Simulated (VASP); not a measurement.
Here is a VASP 6.6.1 calculation.

INCAR

```
SYSTEM = SbAs
ALGO     = Normal         ! electronic algorithm
EDIFF    = 1E-6           ! SCF threshold, eV
ENCUT    = 520            ! plane-wave cutoff, eV
ISIF     = 2              ! what is computed and relaxed
ISMEAR   = -1             ! smearing method
LASPH    = .TRUE.         ! aspherical terms in the spheres
LCHARG   = .FALSE.        ! write CHGCAR
LREAL    = .FALSE.        ! projectors in reciprocal space
LWAVE    = .FALSE.        ! write WAVECAR
NBANDS   = 12             ! bands
NELM     = 80             ! most SCF steps
PREC     = Accurate       ! precision mode
SIGMA    = 0.15           ! smearing width, eV
```

KPOINTS

```
k-points
0
G
  12 12 12
  0 0 0
```

POSCAR

```
SbAs
1.0
    2.0113901550      1.1612766474      3.2841629383
   -2.0113901550      1.1612766474      3.2841629383
    0.0000000000     -2.3225532949      3.2841629383
Sb As
1 1
Direct
    0.5000000000      0.5000000000      0.5000000000
    0.0000000000      0.0000000000      0.0000000000
```

Potentials or basis: VASP PAW LDA potentials, release 64 (Sb, As).

Command:

```sh
$ cat potpaw_LDA.64/Sb/POTCAR potpaw_LDA.64/As/POTCAR > POTCAR
$ mpirun -np 1 vasp_std > vasp.out
```

(1) Predict the band gap on the k mesh.

(2) Estimate the pressure.

## Answers

(1) zero (band 5 reaches 7.89 eV, above the bottom of band 6 at 7.24 eV).

(2) 2.0 GPa.

Caveat: spin-orbit coupling is left out, which moves the levels of the heavy elements.
